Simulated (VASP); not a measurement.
The system is CrPbO3.

```
Cr Pb O
1.0
     3.91706    0.00000    0.00000
     0.00000    3.91706    0.00000
     0.00000    0.00000    3.91706
Cr Pb O
1 1 3
Direct
  0.00000 0.00000 0.00000
  0.50000 0.50000 0.50000
  0.00000 0.00000 0.50000
  0.00000 0.50000 0.00000
  0.50000 0.00000 0.00000
```

Base run:

| Property | Result |
| --- | --- |
| Program | VASP 6.6.1 |
| Functional | LDA |
| Potentials or basis | VASP PAW LDA potentials, release 64 (Cr_pv, Pb_d, O) |
| Cutoff | 600 eV |
| k mesh | 6 × 6 × 6 |
| Occupations | fermi-dirac, width 0.01 eV |
| Spin | collinear spin, ferromagnetic start |
| Starting moments | [3.0, 0.0, 0.0, 0.0, 0.0] μB |
| Hubbard terms | Cr d U = 8.0 eV |

Its results: band gap on the k mesh zero (filled and empty bands overlap); pressure -5.4 GPa; net moment 2.04 μB per cell; site moments Cr +2.86; Pb -0.08; O -0.23 μB.

Task: The run is repeated on the same cell with these changes: hubbard terms from Cr d U = 8.0 eV to Cr d U = 6.0 eV. What comes out?

Result: Band gap on the k mesh zero (filled and empty bands overlap); pressure -9.2 GPa; net moment 2.03 μB per cell; site moments Cr +2.69; Pb -0.07; O -0.20 μB.

Caveats: the cell stands under tension; spin-orbit coupling is left out, which moves the levels of the heavy elements; a cell with one magnetic atom can't hold antiferromagnetic order, which such compounds often take.
